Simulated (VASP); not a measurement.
# ZnO (zincite) (P6_3mc) in VASP: settings compared, part 2 of 2

VASP 6.6.1. The steps go on from the part before.

## (4) Single point, PBE+D3(BJ)

This run uses another cell than the first one, of 12.06 Å³/atom, 1.013 times its volume.

File INCAR:

```
SYSTEM = ZnO
PREC = Accurate ; ENCUT = 520
EDIFF = 1E-7 ; ISMEAR = -1
SIGMA = 0.05 ; LREAL = .False.
LASPH = .True. ; NELM = 60
ALGO = Normal ; ISIF = 2
LWAVE = .False. ; LCHARG = .True.
GGA = PE ; IVDW = 12
LELF = .True. ; LVHAR = .True.
NBANDS = 26
```

File KPOINTS:

```
regular mesh
0
Gamma
  9 9 5
  0 0 0
```

File POSCAR:

```
ZnO
1.0
    3.2548723064      0.0000000000      0.0000000000
   -1.6274361532      2.8188021035      0.0000000000
    0.0000000000      0.0000000000      5.2558922582
Zn O
2 2
Direct
    0.6666666667      0.3333333333      0.0000566438
    0.3333333333      0.6666666667      0.5000566438
    0.3333333333      0.6666666667      0.8789533562
    0.6666666667      0.3333333333      0.3789533562
```

Potentials or basis: VASP PAW PBE potentials, release 64 (Zn, O).

Run with:

```console
cat potpaw_PBE.64/Zn/POTCAR potpaw_PBE.64/O/POTCAR > POTCAR
mpirun -np 1 vasp_std > vasp.out
```

OUTCAR:

```text
SYSTEM = ZnO
   PREC = Accurate
   ENCUT = 520
   EDIFF = 1E-7
   ISMEAR = -1
   LREAL = .False.
   LASPH = .True.
   NELM = 60
   ISIF = 2
   GGA = PE
   IVDW = 12
 IVDW          = 12

 ion  position               nearest neighbor table
   1  0.667  0.333  0.000-   3 1.98   3 1.98   3 1.98   4 1.99
   2  0.333  0.667  0.500-   4 1.98   4 1.98   4 1.98   3 1.99
   3  0.333  0.667  0.879-   1 1.98   1 1.98   1 1.98   2 1.99
   4  0.667  0.333  0.379-   2 1.98   2 1.98   2 1.98   1 1.99

  LATTYP: Found a hexagonal cell.
 ALAT       =     3.2548723064
 C/A-ratio  =     1.6147767910

  Lattice vectors:

 A1 = (   3.2548723064,   0.0000000000,   0.0000000000)
 A2 = (  -1.6274361532,   2.8188021035,   0.0000000000)
 A3 = (   0.0000000000,   0.0000000000,   5.2558922582)

Analysis of symmetry for initial positions (statically):
=====================================================================
 Subroutine PRICEL returns:
 Original cell was already a primitive cell.

 Routine SETGRP: Setting up the symmetry group for a
 hexagonal supercell.

 Subroutine GETGRP returns: Found 12 space group operations
 (whereof  6 operations were pure point group operations)
 out of a pool of 24 trial point group operations.

The static configuration has the point symmetry C_3v.
 The point group associated with its full space group is C_6v.

Analysis of symmetry for dynamics (positions and initial velocities):
=====================================================================
 Subroutine PRICEL returns:
 Original cell was already a primitive cell.

 Routine SETGRP: Setting up the symmetry group for a
 hexagonal supercell.

 Subroutine GETGRP returns: Found 12 space group operations
 (whereof  6 operations were pure point group operations)
 out of a pool of 24 trial point group operations.

The dynamic configuration has the point symmetry C_3v.
[... 119 lines left out ...]
   ISMEAR =    -1;   SIGMA  =   0.05  broadening in eV -4-tet -1-fermi 0-gaus
   EFERMI_NEDOS =   21; number of points for ismear=-14 and -15
   IALGO  =     38    algorithm
   IMIX   =      4    mixing-type and parameters
     AMIX     =   0.40;   BMIX     =  1.00
     AMIX_MAG =   1.60;   BMIX_MAG =  1.00
  volume/ion in A,a.u.               =      12.06        81.35
  Fermi-wavevector in a.u.,A,eV,Ry     =   1.485117  2.806464 30.008635  2.205572
  Thomas-Fermi vector in A             =   2.598569
   LORBIT       =      0    0 simple, 1 ext, 2 COOP (PROOUT), +10 PAW based schemes
   GGA     = PE    functional components
   LHFCALC =     F    Hartree Fock is set to
   AEXX    =    0.0000 exact exchange contribution
   IVDW    =    12    specifies the selected vdW correction
   LEPSILON=     F    determine dielectric tensor
   LRPA    =     F    only Hartree local field effects (RPA)
 non-spin polarized calculation
  energy-cutoff  :      520.00
  volume of cell :       48.22
 maximum number of plane-waves:      1317
   NGX = 13   NGY = 13   NGZ = 19

 number of electron      36.0000034 magnetization

 Free energy of the ion-electron system (eV)
  ---------------------------------------------------
  ext. energy  EPLUGINS =         0.00000000
  ---------------------------------------------------
  free energy    TOTEN  =       -17.84343036 eV

  energy without entropy =      -17.84342525  energy(sigma->0) =      -17.84342780

 E-fermi :   1.5112     XC(G=0): -10.8426

 val. band max:        1.0912454279   @ k =   0.0000   0.0000   0.0000
 cond. band min:       1.8509443791   @ k =   0.0000   0.0000   0.0000
 fundamental gap:      0.7596989512
 Fermi energy:         1.5112409574

 k-point     1 :       0.0000    0.0000    0.0000
  band No.  band energies     occupation
      1     -16.9006      2.00000
      2     -16.2012      2.00000
      3      -4.5464      2.00000
      4      -4.5464      2.00000
      5      -4.5067      2.00000
      6      -4.4608      2.00000
[... 685 lines left out ...]
     25      14.5827      0.00000
     26      15.5556      0.00000

 [... further k-points ...]

------------------------ aborting loop because EDIFF is reached ----------------------------------------

 Edisp (eV)   -0.88509

 E8    (eV) :    -0.3340

  FORCE on cell =-STRESS in cart. coord.  units (eV):
  Direction    XX          YY          ZZ          XY          YZ          ZX
  --------------------------------------------------------------------------------------
  -------------------------------------------------------------------------------------
  Total       0.29394     0.29394     0.29495    -0.00000     0.00000     0.00000
  in kB       9.76622     9.76622     9.79979    -0.00000     0.00000     0.00000
  external pressure =        9.78 kB  Pullay stress =        0.00 kB

 VOLUME and BASIS-vectors are now :
 -----------------------------------------------------------------------------
  energy-cutoff  :      520.00
  volume of cell :       48.22
      direct lattice vectors                 reciprocal lattice vectors
     3.254872306  0.000000000  0.000000000     0.307231715  0.177380313  0.000000000
    -1.627436153  2.818802103  0.000000000     0.000000000  0.354760626  0.000000000
     0.000000000  0.000000000  5.255892258     0.000000000  0.000000000  0.190262652

 POSITION                                       TOTAL-FORCE (eV/Angst)
 -----------------------------------------------------------------------------------
      1.62744      0.93960      0.00030        -0.000000      0.000000      0.001018
     -0.00000      1.87920      2.62824         0.000000      0.000000      0.001018
     -0.00000      1.87920      4.61968         0.000000     -0.000000     -0.001018
      1.62744      0.93960      1.99174        -0.000000      0.000000     -0.001018
 -----------------------------------------------------------------------------------
    total drift:                               -0.000000     -0.000001     -0.000537

  FREE ENERGIE OF THE ION-ELECTRON SYSTEM (eV)
  ---------------------------------------------------
  free  energy   TOTEN  =       -18.7285232357 eV

  energy  without entropy=      -18.7285181236  energy(sigma->0) =      -18.72852068
```

OSZICAR:

```text
N       E                     dE             d eps       ncg     rms          rms(c)
DAV:   1     0.298633318541E+03    0.29863E+03   -0.18264E+04  1888   0.202E+03
DAV:   2     0.113217914489E+02   -0.28731E+03   -0.26914E+03  1954   0.411E+02
DAV:   3    -0.204598901126E+02   -0.31782E+02   -0.31359E+02  2098   0.139E+02
DAV:   4    -0.210824280071E+02   -0.62254E+00   -0.62128E+00  2078   0.199E+01
DAV:   5    -0.210855416252E+02   -0.31136E-02   -0.31134E-02  2050   0.146E+00    0.145E+01
DAV:   6    -0.176747939860E+02    0.34107E+01   -0.66804E+00  2942   0.619E+01    0.882E+00
DAV:   7    -0.178814992897E+02   -0.20671E+00   -0.29357E+00  1932   0.170E+01    0.529E+00
DAV:   8    -0.178914987130E+02   -0.99994E-02   -0.50855E-01  2736   0.746E+00    0.163E+00
DAV:   9    -0.178406352502E+02    0.50863E-01   -0.10375E-01  2746   0.633E+00    0.295E-01
DAV:  10    -0.178433146665E+02   -0.26794E-02   -0.36939E-02  1894   0.132E+00    0.130E-01
DAV:  11    -0.178433939238E+02   -0.79257E-04   -0.58642E-04  2166   0.302E-01    0.323E-02
DAV:  12    -0.178434261592E+02   -0.32235E-04   -0.11335E-04  2156   0.298E-01    0.176E-02
DAV:  13    -0.178434358557E+02   -0.96964E-05   -0.24781E-05  2090   0.100E-01    0.201E-02
DAV:  14    -0.178434304984E+02    0.53573E-05   -0.15331E-05  2236   0.385E-02    0.211E-03
DAV:  15    -0.178434304026E+02    0.95743E-07   -0.23800E-06  1914   0.143E-02    0.102E-03
DAV:  16    -0.178434303600E+02    0.42601E-07   -0.66262E-08  1072   0.377E-03
   1 F= -.18728523E+02 E0= -.18728521E+02  d E =-.511210E-05
```

Run time: 20 s. Hardware: 1 thread of Intel Xeon 6975P-C (Granite Rapids), shared host; peak memory 0.19 GiB.

What came out:

```
Free energy                : -18.7285 eV
Pressure                   : 1.0 GPa
Band gap on the k mesh     : 0.76 eV, direct
Dispersion energy per atom : -0.221 eV
```

## (5) Summary

| level | cell | smearing | gap on the mesh (eV) | pressure (GPa) |
| --- | --- | --- | --- | --- |
| PBE | a = 3.249, b = 3.249, c = 5.206 Å, angles 90.0, 90.0, 120.0°, 4 atoms | gaussian 0.028 eV | 0.79 | 6.0 |
| revPBE+D4 | a = 3.249, b = 3.249, c = 5.248 Å, angles 90.0, 90.0, 120.0°, 4 atoms | fermi-dirac 0.05 eV | 0.83 | 1.1 |
| PBE+D3(BJ) | a = 3.255, b = 3.255, c = 5.256 Å, angles 90.0, 90.0, 120.0°, 4 atoms | fermi-dirac 0.05 eV | 0.76 | 1.0 |

Alike in all rows: task single point; potentials or basis VASP PAW PBE potentials, release 64 (Zn, O); no spin polarisation; k mesh 9 × 9 × 5; cutoff (eV) 520.

Caveats: the PAW data sets were made with another functional, which shifts forces and pressure a little (some runs).

Total energies depend on the potentials used, so only differences within one code and one set of settings carry meaning.

## (6) Against experiment

Step 3. Against the measured gap of ZnO, 3.37 eV (quoted in “Electronic structure of alkaline earth and post-transition metal oxides”, 2009, arxiv:0908.1581), the calculated 0.83 eV is off by -2.54 eV. So large a miss can be the level of theory's own, or it may mean another phase, state or a wrong row. The value is that of revPBE+D4, without temperature or zero-point motion. Semilocal functionals fall short of measured gaps as a rule.

Step 4. Against the measured gap of ZnO, 3.37 eV (quoted in “Electronic structure of alkaline earth and post-transition metal oxides”, 2009, arxiv:0908.1581), the calculated 0.76 eV is off by -2.61 eV. So large a miss can be the level of theory's own, or it may mean another phase, state or a wrong row. The value is that of PBE+D3(BJ), without temperature or zero-point motion. Semilocal functionals fall short of measured gaps as a rule.
